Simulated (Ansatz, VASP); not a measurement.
**One calculation of AgO, two programs**

```
CELL_PARAMETERS angstrom
0.00000 2.61592 2.04042
2.61592 0.00000 2.04042
2.61592 2.61592 0.00000
ATOMIC_POSITIONS crystal
Ag 0.00000 0.00000 0.00000
O 0.75000 0.75000 0.75000
```

Alike in both runs: task single point; functional PBEsol; k mesh 18 × 18 × 18; occupations gaussian, width 0.15 eV; no spin polarisation.

|  | VASP | Ansatz |
| --- | --- | --- |
| version | VASP 6.6.1 | Ansatz 0.2.0 |
| potentials or method | VASP PAW PBE potentials, release 64 (Ag, O), cutoff 520 eV | scalar-relativistic, plane waves, PAW |
| valence electrons in the cell | 17 | 25 |

|  | VASP | Ansatz | Ansatz less VASP |
| --- | --- | --- | --- |
| gap on the k mesh at the Fermi level (eV) | none | none | - |
| pressure (GPa) | 5.9 | 6.1 | +0.25 |
| traceless stress, the component that is largest in VASP (GPa) | -3.29 | -3.30 | -0.011 |

VASP's potentials were made for PBE, not for PBEsol. A gap of «none» marks a metal or a gap that the smearing closes. VASP's potentials hold 17 valence electrons a cell and Ansatz's 25, so a difference there can come from the potentials and not from the codes.
